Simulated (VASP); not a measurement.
Here is a VASP 6.6.1 calculation.

Contents of INCAR:

```
SYSTEM = P
PREC     = Accurate       ! precision mode
ENCUT    = 520            ! plane-wave cutoff, eV
EDIFF    = 1E-6           ! SCF threshold, eV
ISMEAR   = 0              ! smearing method
SIGMA    = 0.05           ! smearing width, eV
LREAL    = .False.        ! projectors in reciprocal space
LASPH    = .True.         ! aspherical terms in the spheres
NELM     = 100            ! most SCF steps
ALGO     = Normal         ! electronic algorithm
ISIF     = 2              ! what is computed and relaxed
LWAVE    = .False.        ! write WAVECAR
LCHARG   = .False.        ! write CHGCAR
GGA      = PE             ! functional
IVDW     = 12             ! dispersion correction
NBANDS   = 8              ! bands
```

The input KPOINTS:

```
Automatic mesh
0
Gamma
  22 22 22
  0 0 0
```

POSCAR

```
P
1.0
   -1.3908891454      1.3908891454      1.3908891454
    1.3908891454     -1.3908891454      1.3908891454
    1.3908891454      1.3908891454     -1.3908891454
P
1
Direct
    0.0000000000      0.0000000000      0.0000000000
```

Potentials or basis: VASP PAW PBE potentials, release 64 (P).

Launch:

```sh
$ cat potpaw_PBE.64/P/POTCAR > POTCAR
$ mpirun -np 1 vasp_std > vasp.out
```

(1) What does it give for the pressure?

(2) What does it give for the dispersion energy per atom?

## Answers

(1) 36.0 GPa.

(2) -0.653 eV.

Caveat: pairwise dispersion overbinds metals, which lowers pressure and volume.
